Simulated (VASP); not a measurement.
Sr, 1 atom in the cell. The structure is cubic, space group Im-3m (No. 229). Conventional cell: a = 4.870 Å, b = 4.870 Å, c = 4.870 Å, α = 90.00°, β = 90.00°, γ = 90.00°. Sr (site symmetry m-3m) has 14 Sr at 4.22 to 4.87 Å within 5.5 Å. 

```yaml
Program: VASP 6.6.1
Task: density of states
Functional: PBEsol
Potentials_or_basis: VASP PAW PBE potentials, release 64 (Sr_sv)
Cutoff: 520 eV
k_mesh: 7 × 7 × 7
Occupations: fermi-dirac, width 0.15 eV
Spin: no spin polarisation
Dipole_correction: no
k_mesh_for_the_DOS: 11 × 11 × 11
Occupations_for_the_DOS: tetrahedron
Further_INCAR_settings: ALGO = Normal; EDIFF = 1e-06; NBANDS = 11
```

Potentials or basis: VASP PAW PBE potentials, release 64 (Sr_sv).

Launch:

```bash
$ cat potpaw_PBE.64/Sr_sv/POTCAR > POTCAR
$ cp INCAR.step1 INCAR
$ cp KPOINTS.step1 KPOINTS
$ mpirun -np 1 vasp_std > vasp.out
$ cp INCAR.step2 INCAR
$ cp KPOINTS.step2 KPOINTS
$ mpirun -np 1 vasp_std > vasp.out
```

Hardware: 1 thread of Intel(R) Xeon(R) 6975P-C (Granite Rapids), with other jobs on the host.

**Question.** How long does it take, and how much memory?

**Answer.** It took 12 s on 1 thread of Intel(R) Xeon(R) 6975P-C (Granite Rapids) (shared host), peak memory 0.18 GiB. Counts: k points 56.
